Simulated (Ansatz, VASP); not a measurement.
TlPtN: VASP beside Ansatz

```
Tl Pt N
1.0
     4.15499    0.00000    0.00000
     0.00000    4.15499    0.00000
     0.00000    0.00000    7.72002
Tl Pt N
2 2 2
Direct
  0.00000 0.00000 0.79613
  0.00000 0.00000 0.20387
  0.50000 0.50000 0.16701
  0.50000 0.50000 0.83299
  0.50000 0.50000 0.42620
  0.50000 0.50000 0.57380
```

Alike in both runs: functional PBE; k mesh 8 × 8 × 4; occupations gaussian, width 0.1 eV; no spin polarisation.

Ansatz relaxed the structure, and its values are those at the end. VASP's run is a single point on that final structure, the one shown.

|  | VASP | Ansatz |
| --- | --- | --- |
| version | VASP 6.6.1 | Ansatz 0.2.0 |
| potentials or method | VASP PAW PBE potentials, release 64 (Tl_d, Pt, N), cutoff 520 eV | scalar-relativistic, plane waves, PAW |
| valence electrons in the cell | 56 | 72 |

VASP gave:

- gap on the k mesh at the Fermi level (eV): none
- pressure (GPa): 0.2
- rms of the force components (eV/Å): 0.315

Problem. Estimate Ansatz's values.

Solution. gap on the k mesh at the Fermi level (eV): none; pressure (GPa): 0.0; rms of the force components (eV/Å): 0.000.

A gap of «none» marks a metal or a gap that the smearing closes. One of these differences is far larger than is usual between the two programs; its cause wasn't traced. With one functional, cell and mesh, what is left measures potentials, basis and numerics. VASP's potentials hold 56 valence electrons a cell and Ansatz's 72, so a difference there can come from the potentials and not from the codes.

Spin-orbit coupling is off throughout. Noted on VASP's run: the standard files for N, O and F lose accuracy on very short bonds.
